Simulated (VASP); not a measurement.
Input of a VASP 6.6.1 run:

File INCAR:

```
SYSTEM = SrTiO3
PREC = Accurate ; ENCUT = 520
EDIFF = 1E-6 ; ISMEAR = 0
SIGMA = 0.05 ; LREAL = Auto
LASPH = .TRUE. ; NELM = 60
ALGO = Normal ; ISIF = 2
LWAVE = .FALSE. ; LCHARG = .TRUE.
GGA = PE ; LELF = .TRUE.
LVHAR = .TRUE. ; NBANDS = 186
```

Contents of KPOINTS:

```
regular mesh
0
G
  2 2 2
  0 0 0
```

The input POSCAR:

```
SrTiO3
1.0
    5.5110000000     -5.5110000000      0.0000000000
    5.5110000000      5.5110000000      0.0000000000
    0.0000000000      0.0000000000      7.7960000000
Sr Ti O
8 8 24
Direct
    0.2500000000      0.2500000000      0.7500000000
    0.2500000000      0.7500000000      0.2500000000
    0.7500000000      0.2500000000      0.2500000000
    0.7500000000      0.7500000000      0.7500000000
    0.7500000000      0.2500000000      0.7500000000
    0.7500000000      0.7500000000      0.2500000000
    0.2500000000      0.2500000000      0.2500000000
    0.2500000000      0.7500000000      0.7500000000
    0.0000000000      0.0000000000      0.0000000000
    0.0000000000      0.5000000000      0.5000000000
    0.5000000000      0.0000000000      0.5000000000
    0.5000000000      0.5000000000      0.0000000000
    0.5000000000      0.0000000000      0.0000000000
    0.5000000000      0.5000000000      0.5000000000
    0.0000000000      0.0000000000      0.5000000000
    0.0000000000      0.5000000000      0.0000000000
    0.0000000000      0.0000000000      0.2500000000
    0.0000000000      0.5000000000      0.7500000000
    0.5000000000      0.0000000000      0.7500000000
    0.5000000000      0.5000000000      0.2500000000
    0.5000000000      0.0000000000      0.2500000000
    0.5000000000      0.5000000000      0.7500000000
    0.0000000000      0.0000000000      0.7500000000
    0.0000000000      0.5000000000      0.2500000000
    0.7500000000      0.4951000000      0.0000000000
    0.7500000000      0.9951000000      0.5000000000
    0.2500000000      0.4951000000      0.5000000000
    0.2500000000      0.9951000000      0.0000000000
    0.0049000000      0.2500000000      0.0000000000
    0.0049000000      0.7500000000      0.5000000000
    0.5049000000      0.2500000000      0.5000000000
    0.5049000000      0.7500000000      0.0000000000
    0.7500000000      0.0049000000      0.0000000000
    0.7500000000      0.5049000000      0.5000000000
    0.2500000000      0.0049000000      0.5000000000
    0.2500000000      0.5049000000      0.0000000000
    0.4951000000      0.2500000000      0.0000000000
    0.4951000000      0.7500000000      0.5000000000
    0.9951000000      0.2500000000      0.5000000000
    0.9951000000      0.7500000000      0.0000000000
```

Potentials or basis: VASP PAW PBE potentials, release 64 (Sr_sv, Ti_sv, O).

Run with:

```bash
$ cat potpaw_PBE.64/Sr_sv/POTCAR potpaw_PBE.64/Ti_sv/POTCAR potpaw_PBE.64/O/POTCAR > POTCAR
$ mpirun -np 1 vasp_std > vasp.out
```

Question: Estimate the largest force.

Answer: 0.021 eV/Å.

Question: What does it give for the pressure?

Answer: 6.2 GPa.

Forces on the atoms (eV/Å):
```
Sr   0.000  0.000  0.000
Sr   0.000  0.000  0.000
Sr   0.000  0.000  0.000
Sr   0.000  0.000  0.000
Sr   0.000  0.000  0.000
Sr   0.000  0.000  0.000
Sr   0.000  0.000  0.000
Sr   0.000  0.000  0.000
Ti   0.000  0.000  0.000
Ti   0.000  0.000  0.000
Ti   0.000  0.000  0.000
Ti   0.000  0.000  0.000
Ti   0.000  0.000  0.000
Ti   0.000  0.000  0.000
Ti   0.000  0.000  0.000
Ti   0.000  0.000  0.000
O    0.000  0.000  0.000
O    0.000  0.000  0.000
O    0.000  0.000  0.000
O    0.000  0.000  0.000
O    0.000  0.000  0.000
O    0.000  0.000  0.000
O    0.000  0.000  0.000
O    0.000  0.000  0.000
O   -0.015 -0.015  0.000
O   -0.015 -0.015  0.000
O   -0.015 -0.015  0.000
O   -0.015 -0.015  0.000
O    0.015 -0.015  0.000
O    0.015 -0.015  0.000
O    0.015 -0.015  0.000
O    0.015 -0.015  0.000
O    0.015  0.015  0.000
O    0.015  0.015  0.000
O    0.015  0.015  0.000
O    0.015  0.015  0.000
O   -0.015  0.015  0.000
O   -0.015  0.015  0.000
O   -0.015  0.015  0.000
O   -0.015  0.015  0.000
```

Caveat: the cell stands under pressure.
